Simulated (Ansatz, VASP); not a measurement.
**BN: VASP beside Ansatz**

```
CELL_PARAMETERS angstrom
0.00000 1.79231 1.79231
1.79231 0.00000 1.79231
1.79231 1.79231 0.00000
ATOMIC_POSITIONS crystal
B 0.00000 0.00000 0.00000
N 0.25000 0.25000 0.25000
```

Alike in both runs: task single point; functional r2SCAN; k mesh 10 × 10 × 10; no spin polarisation.

```csv
,VASP,Ansatz
version,VASP 6.6.1,Ansatz 0.2.0
potentials or method,"VASP PAW PBE potentials, release 64 (B, N), cutoff 520 eV","plane waves, PAW"
occupations,"gaussian, width 0.01 eV",fixed
valence electrons in the cell,8,8
```

```csv
,VASP,Ansatz,Ansatz less VASP
pressure (GPa),9.7,8.5,-1.24
```

VASP's potentials were made for PBE, not for r2SCAN.
